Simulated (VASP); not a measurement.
# Be2C (Fm-3m) in VASP: further runs

The runs below take Be2C through single point, relaxation of cell and atoms, with PBEsol.

Everything below comes from runs of VASP 6.6.1. Logs are shortened: lines on timing, memory, paths and dates and some standing lists are left out, and cuts for length are marked.

## (1) The cell of the first run

Symmetry: Fm-3m, No. 225, cubic system. Conventional cell: a = 4.311 Å, b = 4.311 Å, c = 4.311 Å, α = 90.00°, β = 90.00°, γ = 90.00°. Be (site symmetry -43m) has 4 C at 1.87 Å and 6 Be at 2.16 Å within 2.5 Å. C (site symmetry m-3m) has 8 Be at 1.87 Å within 2.5 Å.

## (2) Single point, PBEsol

INCAR

```
  PREC = Accurate
  ENCUT = 600
  EDIFF = 1E-6
  ISMEAR = -1
  SIGMA = 0.05
  LREAL = False
  LASPH = True
  NELM = 120
  ALGO = Normal
  ISIF = 2
  LWAVE = False
  LCHARG = True
  GGA = PS
  LELF = True
  LVHAR = True
  NBANDS = 11
  GGA_COMPAT = False
```

KPOINTS

```
Automatic mesh
0
Gamma
  16 16 16
```

POSCAR

```
Be2C
1.0
    0.0000000000      2.1553775933      2.1553775933
    2.1553775933      0.0000000000      2.1553775933
    2.1553775933      2.1553775933      0.0000000000
Be C
2 1
Direct
    0.2500000000      0.2500000000      0.2500000000
    0.7500000000      0.7500000000      0.7500000000
    0.0000000000      0.0000000000      0.0000000000
```

Potentials or basis: VASP PAW PBE potentials, release 64 (Be, C).

Command:

```console
$ cat potpaw_PBE.64/Be/POTCAR potpaw_PBE.64/C/POTCAR > POTCAR
$ mpirun -np 1 vasp_std > vasp.out
```

OUTCAR:

```text
PREC = Accurate
   ENCUT = 600
   EDIFF = 1E-6
   ISMEAR = -1
   LREAL = False
   LASPH = True
   NELM = 120
   ISIF = 2
   GGA = PS

 ion  position               nearest neighbor table
   1  0.250  0.250  0.250-   3 1.87   3 1.87   3 1.87   3 1.87   2 2.16   2 2.16   2 2.16   2 2.16
                             2 2.16   2 2.16
   2  0.750  0.750  0.750-   3 1.87   3 1.87   3 1.87   3 1.87   1 2.16   1 2.16   1 2.16   1 2.16
                             1 2.16   1 2.16
   3  0.000  0.000  0.000-   2 1.87   2 1.87   2 1.87   1 1.87   2 1.87   1 1.87   1 1.87   1 1.87

  LATTYP: Found a face centered cubic cell.
 ALAT       =     4.3107551866

  Lattice vectors:

 A1 = (   0.0000000000,   2.1553775933,   2.1553775933)
 A2 = (   2.1553775933,   0.0000000000,   2.1553775933)
 A3 = (   2.1553775933,   2.1553775933,   0.0000000000)

Analysis of symmetry for initial positions (statically):
=====================================================================
 Subroutine PRICEL returns:
 Original cell was already a primitive cell.

 Routine SETGRP: Setting up the symmetry group for a
 face centered cubic supercell.

 Subroutine GETGRP returns: Found 48 space group operations
 (whereof 48 operations were pure point group operations)
 out of a pool of 48 trial point group operations.

The static configuration has the point symmetry O_h .

Analysis of symmetry for dynamics (positions and initial velocities):
=====================================================================
 Subroutine PRICEL returns:
 Original cell was already a primitive cell.

 Routine SETGRP: Setting up the symmetry group for a
 face centered cubic supercell.

 Subroutine GETGRP returns: Found 48 space group operations
 (whereof 48 operations were pure point group operations)
 out of a pool of 48 trial point group operations.

The dynamic configuration has the point symmetry O_h .

 Subroutine INISYM returns: Found 48 space group operations
 (whereof 48 operations are pure point group operations),
 and found     1 'primitive' translations

----------------------------------------------------------------------------------------

                                     Primitive cell

  volume of cell :      20.0263

  direct lattice vectors                    reciprocal lattice vectors
     0.000000000  2.155377593  2.155377593    -0.231977915  0.231977915  0.231977915
     2.155377593  0.000000000  2.155377593     0.231977915 -0.231977915  0.231977915
     2.155377593  2.155377593  0.000000000     0.231977915  0.231977915 -0.231977915

  length of vectors
     3.048164224  3.048164224  3.048164224     0.401797535  0.401797535  0.401797535
[... 95 lines left out ...]
   NUPDOWN=      -1.0000    fix difference up-down
   EMIN   =  10.00;   EMAX   =-10.00  energy-range for DOS
   EFERMI =   0.00;   METHOD = LEGACY
   ISMEAR =    -1;   SIGMA  =   0.05  broadening in eV -4-tet -1-fermi 0-gaus
   EFERMI_NEDOS =   21; number of points for ismear=-14 and -15
   IALGO  =     38    algorithm
   IMIX   =      4    mixing-type and parameters
     AMIX     =   0.40;   BMIX     =  1.00
     AMIX_MAG =   1.60;   BMIX_MAG =  1.00
  volume/ion in A,a.u.               =       6.68        45.05
  Fermi-wavevector in a.u.,A,eV,Ry     =   1.205697  2.278437 19.778856  1.453705
  Thomas-Fermi vector in A             =   2.341386
   LORBIT       =      0    0 simple, 1 ext, 2 COOP (PROOUT), +10 PAW based schemes
   GGA     = PS    functional components
   LHFCALC =     F    Hartree Fock is set to
   AEXX    =    0.0000 exact exchange contribution
   IVDW    =     0    specifies the selected vdW correction
   LEPSILON=     F    determine dielectric tensor
   LRPA    =     F    only Hartree local field effects (RPA)
 non-spin polarized calculation
  energy-cutoff  :      600.00
  volume of cell :       20.03
 maximum number of plane-waves:       692
   NGX = 13   NGY = 13   NGZ = 13

 number of electron       8.0000000 magnetization

 Free energy of the ion-electron system (eV)
  ---------------------------------------------------
  ext. energy  EPLUGINS =         0.00000000
  ---------------------------------------------------
  free energy    TOTEN  =       -18.41290523 eV

  energy without entropy =      -18.41290517  energy(sigma->0) =      -18.41290520

 E-fermi :   8.3691     XC(G=0): -11.5635

 val. band max:        7.8179169692   @ k =   0.0000   0.0000   0.0000
 cond. band min:       8.8834979960   @ k =   0.5000   0.5000   0.0000
 fundamental gap:      1.0655810268
 Fermi energy:         8.3691206853

 k-point     1 :       0.0000    0.0000    0.0000
  band No.  band energies     occupation
      1      -7.3105      2.00000
      2       7.8179      1.99997
      3       7.8179      1.99997
      4       7.8179      1.99997
      5      11.9268      0.00000
      6      11.9268      0.00000
      7      11.9268      0.00000
      8      14.6657      0.00000
      9      21.0013      0.00000
     10      21.0013      0.00000
     11      21.0013      0.00000
[... 309 lines left out ...]
 k-point    24 :      -0.0625    0.0625    0.0000
  band No.  band energies     occupation
      1      -7.1429      2.00000
      2       6.6432      2.00000
      3       7.0180      2.00000
      4       7.7386      1.99999
      5      12.1673      0.00000
      6      12.7131      0.00000
      7      12.7735      0.00000
      8      14.9927      0.00000
      9      19.3472      0.00000
     10      20.6293      0.00000
     11      21.4572      0.00000

 [... further k-points ...]

------------------------ aborting loop because EDIFF is reached ----------------------------------------

  FORCE on cell =-STRESS in cart. coord.  units (eV):
  Direction    XX          YY          ZZ          XY          YZ          ZX
  --------------------------------------------------------------------------------------
  -------------------------------------------------------------------------------------
  Total        0.0701002      0.0701002      0.0701002     -0.0000000     -0.0000000      0.0000000
  in kB        5.6082775      5.6082775      5.6082775     -0.0000000     -0.0000000      0.0000000
  external PRESSURE =       5.6082775 kB  Pullay stress =       0.0000000 kB

 VOLUME and BASIS-vectors are now :
 -----------------------------------------------------------------------------
  energy-cutoff  :      600.00
  volume of cell :       20.03
      direct lattice vectors                 reciprocal lattice vectors
     0.000000000  2.155377593  2.155377593    -0.231977915  0.231977915  0.231977915
     2.155377593  0.000000000  2.155377593     0.231977915 -0.231977915  0.231977915
     2.155377593  2.155377593  0.000000000     0.231977915  0.231977915 -0.231977915

 POSITION                                       TOTAL-FORCE (eV/Angst)
 -----------------------------------------------------------------------------------
      1.07769      1.07769      1.07769        -0.000000     -0.000000     -0.000000
      3.23307      3.23307      3.23307         0.000000      0.000000      0.000000
      0.00000      0.00000      0.00000        -0.000000     -0.000000     -0.000000
 -----------------------------------------------------------------------------------
    total drift:                               -0.000000      0.000000      0.000000

  FREE ENERGIE OF THE ION-ELECTRON SYSTEM (eV)
  ---------------------------------------------------
  free  energy   TOTEN  =       -18.4129052328 eV

  energy  without entropy=      -18.4129051667  energy(sigma->0) =      -18.41290520
```

stdout:

```text
POSCAR found type information on POSCAR BeC
 POSCAR found :  2 types and       3 ions
 scaLAPACK will be used
 -----------------------------------------------------------------------------
|                                                                             |
|                                                                             |
|     You enforced a specific xc type in the INCAR file but a different       |
|     I HOPE YOU KNOW WHAT YOU ARE DOING!                                     |
|                                                                             |
 -----------------------------------------------------------------------------

 LDA part: xc-table for (Slater+PW92), standard interpolation
 POSCAR, INCAR and KPOINTS ok, starting setup
 FFT: planning ... GRIDC
 FFT: planning ... GRID_SOFT
 FFT: planning ... GRID
 WAVECAR not read
 entering main loop
```

It took 50 s on 1 thread of AMD EPYC 7R43 (Zen 3), shared host; peak memory 0.12 GiB.

What came out:

```yaml
Free_energy: -18.4129 eV
Pressure: 0.6 GPa
Band_gap_on_the_k_mesh: 1.07 eV (least direct gap 4.11 eV)
```

Caveat: the PAW data sets were made with another functional, which shifts forces and pressure a little. A k mesh can miss the band edges.

## (3) Relaxation of cell and atoms, PBEsol

This run uses another cell than the first one, of 6.77 Å³/atom.

INCAR

```
SYSTEM = Be2C
  PREC = Accurate
  ENCUT = 600
  EDIFF = 1E-7
  ISMEAR = -1
  SIGMA = 0.05
  LREAL = .FALSE.
  LASPH = .TRUE.
  NELM = 120
  ALGO = Normal
  ISIF = 3
  LWAVE = .FALSE.
  LCHARG = .FALSE.
  GGA = PS
  IBRION = 2
  NSW = 100
  EDIFFG = -0.002
  GGA_COMPAT = .FALSE.
  NELMIN = 4
```

KPOINTS

```
regular mesh
0
G
  16 16 16
  0 0 0
```

POSCAR

```
Be2C
1.0
    0.0000000000      2.1650000000      2.1650000000
    2.1650000000      0.0000000000      2.1650000000
    2.1650000000      2.1650000000      0.0000000000
Be C
2 1
Direct
    0.2500000000      0.2500000000      0.2500000000
    0.7500000000      0.7500000000      0.7500000000
    0.0000000000      0.0000000000      0.0000000000
```

Potentials or basis: VASP PAW PBE potentials, release 64 (Be, C).

Command:

```console
$ cat potpaw_PBE.64/Be/POTCAR potpaw_PBE.64/C/POTCAR > POTCAR
$ mpirun -np 1 vasp_std > vasp.out
```

OUTCAR:

```text
SYSTEM = Be2C
   PREC = Accurate
   ENCUT = 600
   EDIFF = 1E-7
   ISMEAR = -1
   LREAL = .FALSE.
   LASPH = .TRUE.
   NELM = 120
   ISIF = 3
   GGA = PS
   IBRION = 2
   NSW = 100
   EDIFFG = -0.002
   NELMIN = 4

 ion  position               nearest neighbor table
   1  0.250  0.250  0.250-   3 1.87   3 1.87   3 1.87   3 1.87   2 2.17   2 2.17   2 2.17   2 2.17
                             2 2.17   2 2.17
   2  0.750  0.750  0.750-   3 1.87   3 1.87   3 1.87   3 1.87   1 2.17   1 2.17   1 2.17   1 2.17
                             1 2.17   1 2.17
   3  0.000  0.000  0.000-   2 1.87   2 1.87   2 1.87   1 1.87   2 1.87   1 1.87   1 1.87   1 1.87

  LATTYP: Found a face centered cubic cell.
 ALAT       =     4.3300000000

  Lattice vectors:

 A1 = (   0.0000000000,   2.1650000000,   2.1650000000)
 A2 = (   2.1650000000,   0.0000000000,   2.1650000000)
 A3 = (   2.1650000000,   2.1650000000,   0.0000000000)

Analysis of symmetry for initial positions (statically):
=====================================================================
 Subroutine PRICEL returns:
 Original cell was already a primitive cell.

 Routine SETGRP: Setting up the symmetry group for a
 face centered cubic supercell.

 Subroutine GETGRP returns: Found 48 space group operations
 (whereof 48 operations were pure point group operations)
 out of a pool of 48 trial point group operations.

The static configuration has the point symmetry O_h .

Analysis of symmetry for dynamics (positions and initial velocities):
=====================================================================
 Subroutine PRICEL returns:
 Original cell was already a primitive cell.

 Routine SETGRP: Setting up the symmetry group for a
 face centered cubic supercell.

 Subroutine GETGRP returns: Found 48 space group operations
 (whereof 48 operations were pure point group operations)
 out of a pool of 48 trial point group operations.

The dynamic configuration has the point symmetry O_h .

 Subroutine INISYM returns: Found 48 space group operations
 (whereof 48 operations are pure point group operations),
[... 134 lines left out ...]
   NGX = 13   NGY = 13   NGZ = 13

--------------------------------------- Ionic step        1  -------------------------------------------

 number of electron       8.0000000 magnetization

 Free energy of the ion-electron system (eV)
  ---------------------------------------------------
  ext. energy  EPLUGINS =         0.00000000
  ---------------------------------------------------
  free energy    TOTEN  =       -18.41178760 eV

  energy without entropy =      -18.41178753  energy(sigma->0) =      -18.41178757

------------------------ aborting loop because EDIFF is reached ----------------------------------------

  FORCE on cell =-STRESS in cart. coord.  units (eV):
  Direction    XX          YY          ZZ          XY          YZ          ZX
  --------------------------------------------------------------------------------------
  -------------------------------------------------------------------------------------
  Total       -0.2714158     -0.2714158     -0.2714158      0.0000000     -0.0000000     -0.0000000
  in kB      -21.4260418    -21.4260418    -21.4260418      0.0000000     -0.0000000     -0.0000000
  external PRESSURE =     -21.4260418 kB  Pullay stress =       0.0000000 kB
[... 61 lines left out ...]
--------------------------------------- Ionic step        3  -------------------------------------------

 number of electron       8.0000000 magnetization

 Free energy of the ion-electron system (eV)
  ---------------------------------------------------
  ext. energy  EPLUGINS =         0.00000000
  ---------------------------------------------------
  free energy    TOTEN  =       -18.41324776 eV

  energy without entropy =      -18.41324769  energy(sigma->0) =      -18.41324773

 E-fermi :   8.3425     XC(G=0): -11.5530

 val. band max:        7.7918577808   @ k =   0.0000   0.0000   0.0000
 cond. band min:       8.8562737821   @ k =   0.5000   0.5000   0.0000
 fundamental gap:      1.0644160014
 Fermi energy:         8.3425355456

 k-point     1 :       0.0000    0.0000    0.0000
  band No.  band energies     occupation
      1      -7.3169      2.00000
      2       7.7919      1.99997
      3       7.7919      1.99997
      4       7.7919      1.99997
      5      11.8959      0.00000
      6      11.8959      0.00000
      7      11.8959      0.00000
      8      14.6101      0.00000
[... 243 lines left out ...]
 k-point    24 :      -0.0625    0.0625    0.0000
  band No.  band energies     occupation
      1      -7.1496      2.00000
      2       6.6191      2.00000
      3       6.9941      2.00000
      4       7.7127      1.99999
      5      12.1359      0.00000
      6      12.6790      0.00000
      7      12.7395      0.00000
      8      14.9397      0.00000

 [... further k-points ...]

------------------------ aborting loop because EDIFF is reached ----------------------------------------

  FORCE on cell =-STRESS in cart. coord.  units (eV):
  Direction    XX          YY          ZZ          XY          YZ          ZX
  --------------------------------------------------------------------------------------
  -------------------------------------------------------------------------------------
  Total        0.0006354      0.0006354      0.0006354     -0.0000000     -0.0000000      0.0000000
  in kB        0.0506986      0.0506986      0.0506986     -0.0000000     -0.0000000      0.0000000
  external PRESSURE =       0.0506986 kB  Pullay stress =       0.0000000 kB
[... 18 lines left out ...]
  FREE ENERGIE OF THE ION-ELECTRON SYSTEM (eV)
  ---------------------------------------------------
  free  energy   TOTEN  =       -18.4132477615 eV

  energy  without entropy=      -18.4132476946  energy(sigma->0) =      -18.41324773

 reached required accuracy - stopping structural energy minimisation
```

OSZICAR:

```text
N       E                     dE             d eps       ncg     rms          rms(c)
DAV:   1     0.653891292752E+01    0.65389E+01   -0.44794E+03  2320   0.103E+03
DAV:   2    -0.189958769948E+02   -0.25535E+02   -0.24063E+02  3648   0.140E+02
DAV:   3    -0.194499607312E+02   -0.45408E+00   -0.45408E+00  2824   0.190E+01
[... 21 lines left out ...]
DAV:   2    -0.184132511338E+02    0.50784E-04   -0.20175E-04  2472   0.919E-02    0.115E-02
DAV:   3    -0.184132487224E+02    0.24113E-05   -0.13386E-05  3136   0.290E-02    0.340E-03
DAV:   4    -0.184132479099E+02    0.81257E-06   -0.40396E-07  2568   0.487E-03    0.943E-04
DAV:   5    -0.184132477664E+02    0.14346E-06   -0.74592E-08  1280   0.193E-03    0.331E-04
DAV:   6    -0.184132477615E+02    0.48803E-08   -0.50427E-09  1208   0.876E-04
   3 F= -.18413248E+02 E0= -.18413248E+02  d E =-.146016E-02
```

Wall time 82 s (1 thread of AMD EPYC 7R43 (Zen 3), shared host); peak memory 0.12 GiB.

What came out:

- Free energy: -18.4132 eV
- Relaxed volume: 6.69 Å³/atom
- Relaxed cell: a = 3.051 Å, b = 3.051 Å, c = 3.051 Å, α = 60.00°, β = 60.00°, γ = 60.00°
- Space group after relaxing (to 0.1 Å): Fm-3m (No. 225)
- Energy gained by relaxing: 0.5 meV/atom
- Ionic steps: 3
- Pressure after relaxing: 0.0 GPa
- Band gap on the k mesh: 1.06 eV (least direct gap 4.10 eV)

Step by step:
| step | energy change (eV) | largest force (eV/Å) | pressure (GPa) | volume (Å³) |
| --- | --- | --- | --- | --- |
| 1 | 0.0000 | 0.0000 | -2.14 | 20.30 |
| 2 | -0.0014 | 0.0000 | 0.51 | 20.03 |
| 3 | -0.0015 | 0.0000 | 0.01 | 20.08 |

Final structure:
```cif
data_structure
_symmetry_space_group_name_H-M 'P 1'
_symmetry_Int_Tables_number 1
_cell_length_a 3.0509
_cell_length_b 3.0509
_cell_length_c 3.0509
_cell_angle_alpha 60.000
_cell_angle_beta 60.000
_cell_angle_gamma 60.000
_cell_volume 20.08
loop_
_atom_site_label
_atom_site_type_symbol
_atom_site_fract_x
_atom_site_fract_y
_atom_site_fract_z
_atom_site_occupancy
Be1 Be 0.25000 0.25000 0.25000 1
Be2 Be 0.75000 0.75000 0.75000 1
C1 C 0.00000 0.00000 0.00000 1
```

Caveat: the PAW data sets were made with another functional, which shifts forces and pressure a little. A k mesh can miss the band edges.
